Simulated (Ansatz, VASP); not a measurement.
# TiSi6: VASP beside Ansatz

```xyz
7
Lattice="5.8209 0.0000 0.0000 0.0000 5.8209 0.0000 0.0000 0.0000 5.8209" Properties=species:S:1:pos:R:3 pbc="T T T"
Ti    0.0000    0.0000    0.0000
Si    1.1670    2.9105    2.9105
Si    2.9105    1.1670    2.9105
Si    4.6540    2.9105    2.9105
Si    2.9105    4.6540    2.9105
Si    2.9105    2.9105    1.1670
Si    2.9105    2.9105    4.6540
```

Change from the starting cell: species swapped into the LaB6 type (Pm-3m, No. 221).

Alike in both runs: functional PBE; k mesh 8 × 8 × 8; occupations gaussian, width 0.1 eV; collinear spin.

Ansatz relaxed the structure, and its values are those at the end. VASP's run is a single point on that final structure, the one shown.

|  | VASP | Ansatz |
| --- | --- | --- |
| version | VASP 6.6.1 | Ansatz 0.2.0 |
| potentials or method | VASP PAW PBE potentials, release 64 (Ti_sv, Si), cutoff 520 eV | scalar-relativistic, plane waves, PAW |
| valence electrons in the cell | 36 | 36 |

Ansatz gave:

| Property | Result |
| --- | --- |
| gap on the k mesh at the Fermi level (eV) | none |
| pressure (GPa) | 0.0 |
| rms of the force components (eV/Å) | 0.000 |
| net moment per atom (μB) | 0.41 |
| size of the moment on the site where the two differ most (μB) | 2.63 |

Problem. Estimate VASP's values.

Solution. gap on the k mesh at the Fermi level (eV): none; pressure (GPa): -1.0; rms of the force components (eV/Å): 0.030; net moment per atom (μB): 0.00; size of the moment on the site where the two differ most (μB): 0.00.

The net moments are unlike, so the other rows may belong to different states. Site moments also hang on the region over which each program counts them. A gap of «none» marks a metal or a gap that the smearing closes. Ansatz's warnings: given moment on shells.
